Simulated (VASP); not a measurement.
A run of VASP 6.6.1 is set up as follows.

File INCAR:

```
SYSTEM = BPd4
PREC = Accurate
ENCUT = 520
EDIFF = 1E-6
ISMEAR = 1
SIGMA = 0.05
LREAL = .FALSE.
LASPH = .TRUE.
NELM = 80
ALGO = Fast
ISIF = 2
LWAVE = .FALSE.
LCHARG = .TRUE.
GGA = PE
LELF = .TRUE.
LVHAR = .TRUE.
NBANDS = 30
```

File KPOINTS:

```
Automatic mesh
0
G
  7 5 4
  0 0 0
```

Contents of POSCAR:

```
BPd4
1.0
    2.8920299704      0.0000000000      0.0000000000
    0.0000000000      4.3650077954      0.0000000000
    0.0000000000      0.0000000000      5.8563150000
Pd B
4 1
Direct
    0.4997860000     -0.0013280000      0.1979700000
    0.0072420000     -0.0162850000      0.6056660000
    0.0008850000      0.5186000000      0.3229410000
    0.5020220000      0.5034260000      0.8645260000
    0.4972590000     -0.0053940000      0.8653290000
```

Potentials or basis: VASP PAW PBE potentials, release 64 (Pd, B).

Launch:

```sh
$ cat potpaw_PBE.64/Pd/POTCAR potpaw_PBE.64/B/POTCAR > POTCAR
$ mpirun -np 1 vasp_std > vasp.out
```

Task: What does it give for the pressure?

Result: -1.2 GPa.

Task: Estimate the band gap on the k mesh.

Result: Zero (an odd number of electrons rules out a gap without spin polarisation).

Task: Estimate the largest force.

Result: 1.404 eV/Å.

Forces in eV/Å, atoms in the order of the input:
```
Pd   0.032  0.765 -0.417
Pd  -0.108  0.693  1.216
Pd  -0.022 -1.246 -0.108
Pd   0.017 -0.365  0.063
B    0.080  0.152 -0.754
```

Caveat: forces of over 1 eV/Å act on the atoms, so gaps and moduli don't describe the material at rest.
